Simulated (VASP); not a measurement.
Write the native input for VASP 6.6.1 that does the following.

```yaml
Task: single point
Functional: r2SCAN
Potentials_or_basis: VASP PAW PBE potentials, release 64 (Ga_d, Sb)
Cutoff: 520 eV
k_mesh: 8 × 8 × 8
Occupations: fermi-dirac, width 0.02 eV
Spin: no spin polarisation
Dipole_correction: no
Further_INCAR_settings: ALGO = Normal; EDIFF = 1e-07; NBANDS = 16
```

GaSb:

```xyz
2
Lattice="0.0000 3.1885 2.9615 3.1885 0.0000 2.9615 3.1885 3.1885 0.0000" Properties=species:S:1:pos:R:3 pbc="T T T"
Ga    0.0000    0.0000    0.0000
Sb    1.5943    1.5943    1.4808
```

This cell differs from its parent crystal: epitaxial xy strain +4.0%.

These files were run (other wordings do the same):

POSCAR

```
GaSb
1.0
    0.0000000000      3.1885139498      2.9615254104
    3.1885139498      0.0000000000      2.9615254104
    3.1885139498      3.1885139498      0.0000000000
Ga Sb
1 1
Direct
    0.0000000000      0.0000000000      0.0000000000
    0.2500000000      0.2500000000      0.2500000000
```

INCAR.step1

```
PREC = Accurate
ENCUT = 520
ISMEAR = -1
SIGMA = 0.02
LREAL = False
LASPH = True
NELM = 60
NBANDS = 16
GGA = PE
ALGO = Normal
EDIFF = 1E-4
LWAVE = True
LCHARG = False
```

INCAR.step2

```
PREC = Accurate
ENCUT = 520
EDIFF = 1E-7
ISMEAR = -1
SIGMA = 0.02
LREAL = False
LASPH = True
NELM = 60
ALGO = Normal
ISIF = 2
LWAVE = False
LCHARG = False
METAGGA = R2SCAN
LMIXTAU = True
NBANDS = 16
ISTART = 1
```

KPOINTS

```
regular mesh
0
Gamma
  8 8 8
```

Potentials or basis: VASP PAW PBE potentials, release 64 (Ga_d, Sb).

Command:

```sh
$ cat potpaw_PBE.64/Ga_d/POTCAR potpaw_PBE.64/Sb/POTCAR > POTCAR
$ cp INCAR.step1 INCAR
$ mpirun -np 1 vasp_std > vasp.out
$ cp INCAR.step2 INCAR
$ mpirun -np 1 vasp_std > vasp.out
```

It gave:

| Item | Value |
| --- | --- |
| Pressure | -2.0 GPa |
| Band gap on the k mesh | 0.22 eV |

Caveat: the cell differs from its parent crystal (epitaxial xy strain +4.0%); semilocal functionals underestimate gaps, and a narrow one can read as zero; the PAW data sets were made with another functional, which shifts forces and pressure a little; spin-orbit coupling is left out, which moves the levels of the heavy elements.

It took 100 s on 1 thread of Intel(R) Xeon(R) Platinum 8488C (Sapphire Rapids), on a shared host, peak memory 0.22 GiB.
